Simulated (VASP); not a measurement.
Input of a VASP 6.6.1 run:

INCAR

```
SYSTEM = Nb
PREC     = Accurate       ! precision mode
ENCUT    = 520            ! plane-wave cutoff, eV
EDIFF    = 1E-6           ! SCF threshold, eV
ISMEAR   = 0              ! smearing method
SIGMA    = 0.1            ! smearing width, eV
LREAL    = .FALSE.        ! projectors in reciprocal space
LASPH    = .TRUE.         ! aspherical terms in the spheres
NELM     = 100            ! most SCF steps
ALGO     = Normal         ! electronic algorithm
ISIF     = 2              ! what is computed and relaxed
LWAVE    = .FALSE.        ! write WAVECAR
LCHARG   = .TRUE.         ! write CHGCAR
GGA      = PE             ! functional
LELF     = .TRUE.         ! ELF
LVHAR    = .TRUE.       
NBANDS   = 12             ! bands
```

Contents of KPOINTS:

```
regular mesh
0
G
  18 18 18
  0 0 0
```

POSCAR

```
Nb
1.0
   -1.7089996038      1.7089996038      1.7089996038
    1.7089996038     -1.7089996038      1.7089996038
    1.7089996038      1.7089996038     -1.7089996038
Nb
1
Direct
    0.0000000000      0.0000000000      0.0000000000
```

Potentials or basis: VASP PAW PBE potentials, release 64 (Nb_sv).

Launch:

```console
$ cat potpaw_PBE.64/Nb_sv/POTCAR > POTCAR
$ mpirun -np 1 vasp_std > vasp.out
```

**Question.** What does it give for the pressure?

**Answer.** -13.8 GPa.
